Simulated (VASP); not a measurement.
B3Sb2P, 6 atoms in the cell. Symmetry: P-6m2, No. 187, hexagonal system. The conventional cell has a = 3.191 Å, b = 3.191 Å, c = 11.129 Å, α = 90.00°, β = 90.00°, γ = 120.00°. B (site symmetry -6m2) has 3 B at 1.84 Å within 2.4 Å. B (site symmetry -6m2) has 3 P at 1.84 Å within 2.4 Å. B (site symmetry -6m2) has 3 B at 1.84 Å within 2.4 Å. Sb (site symmetry 3m) has 6 B at 2.80 Å and 6 Sb at 3.19 Å within 3.7 Å. Within 2.4 Å of P (site symmetry -6m2) lie 3 B at 1.84 Å. 

| Property | Result |
| --- | --- |
| Program | VASP 6.6.1 |
| Task | single point |
| Functional | PBE |
| Potentials or basis | VASP PAW PBE potentials, release 64 (B, Sb, P) |
| Cutoff | 520 eV |
| k mesh | 12 × 12 × 4 |
| Occupations | gaussian, width 0.1 eV |
| Spin | no spin polarisation |
| Dipole correction | no |
| Further INCAR settings | ALGO = Normal; EDIFF = 1e-06; NBANDS = 21 |

Potentials or basis: VASP PAW PBE potentials, release 64 (B, Sb, P).

Command:

```bash
$ cat potpaw_PBE.64/B/POTCAR potpaw_PBE.64/Sb/POTCAR potpaw_PBE.64/P/POTCAR > POTCAR
$ mpirun -np 1 vasp_std > vasp.out
```

Hardware: 1 thread of Intel(R) Xeon(R) 6975P-C (Granite Rapids) (shared host).

Q: Estimate the wall time of this run.

A: It took 36 s on 1 thread of Intel(R) Xeon(R) 6975P-C (Granite Rapids), on a shared host, peak memory 0.28 GiB. Counts: scf iterations 13, k points 57.
